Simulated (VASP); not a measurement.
Input of a VASP 6.6.1 run:

POSCAR

```
Tc
1.0
    0.0000000000      1.9500000000      1.9500000000
    1.9500000000      0.0000000000      1.9500000000
    1.9500000000      1.9500000000      0.0000000000
Tc
1
Direct
    0.0000000000      0.0000000000      0.0000000000
```

File INCAR.step1:

```
PREC = Accurate
ENCUT = 620
ISMEAR = -1
SIGMA = 0.05
LREAL = F
LASPH = T
NELM = 120
GGA = PE
ALGO = Normal
EDIFF = 1E-5
LWAVE = T
LCHARG = F
GGA_COMPAT = F
IBRION = 2
ISIF = 3
EDIFFG = -0.005
NELMIN = 4
NSW = 100
```

File INCAR.step2:

```
PREC = Accurate
ENCUT = 620
EDIFF = 1E-7
ISMEAR = -1
SIGMA = 0.05
LREAL = F
LASPH = T
NELM = 120
ALGO = Normal
ISIF = 3
LWAVE = F
LCHARG = F
METAGGA = R2SCAN
LMIXTAU = T
LUSE_VDW = T
IVDW_NL = 2
BPARAM = 11.95
CPARAM = 0.0093
IBRION = 2
NSW = 60
EDIFFG = -0.01
ISTART = 1
GGA_COMPAT = F
NELMIN = 4
```

File KPOINTS:

```
regular mesh
0
Gamma
  12 12 12
```

Potentials or basis: VASP PAW PBE potentials, release 64 (Tc_sv).

The run is started by

```console
$ cat potpaw_PBE.64/Tc_sv/POTCAR > POTCAR
$ cp INCAR.step1 INCAR
$ mpirun -np 1 vasp_std > vasp.out
$ cp INCAR.step2 INCAR
$ mpirun -np 1 vasp_std > vasp.out
```

(1) Predict the space group after relaxing (to 0.1 Å).

(2) What does it give for the relaxed volume?

Results:

(1) Fm-3m (No. 225).

(2) 14.20 Å³/atom.

Caveat: the PAW data sets were made with another functional, which shifts forces and pressure a little.
